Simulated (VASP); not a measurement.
## Si: single point with PBE

The system is Si, a sheet with vacuum.

```xyz
3
Lattice="2.5003 0.0000 0.0000 0.0000 2.5003 0.0000 0.0000 0.0000 33.7579" Properties=species:S:1:pos:R:3 pbc="T T T"
Si    1.2502    1.2502   11.8993
Si    1.2502    1.2502    9.3941
Si    1.2502    1.2502    6.8889
```

```yaml
Program: VASP 6.6.1
Task: single point
Functional: PBE
Potentials_or_basis: VASP PAW PBE potentials, release 64 (Si)
Cutoff: 520 eV
k_mesh: 18 × 18 × 1
Occupations: gaussian, width 0.1 eV
Spin: no spin polarisation
Dipole_correction: yes
k_mesh_for_the_DOS: 27 × 27 × 1
Occupations_for_the_DOS: tetrahedron
Further_INCAR_settings: ALGO = Normal; EDIFF = 1e-06; NBANDS = 13
```

```json
{
  "Valence electrons inside the program's atomic spheres": "Si 1.61, 1.62 (each value once)"
}
```

Levels at points of the mesh, in eV from the Fermi level:
| k point | band 3 | band 4 | band 5 | band 6 | band 7 | band 8 | band 9 | band 10 |
| --- | --- | --- | --- | --- | --- | --- | --- | --- |
| (0.00, 0.00, 0.00) | -9.58 | -5.09 | -1.78 | 1.87 | 3.94 | 4.51 | 4.59 | 5.06 |

Run time: 4.3 min on 1 thread of Intel(R) Xeon(R) 6975P-C (Granite Rapids), with other jobs on the host, peak memory 0.42 GiB.
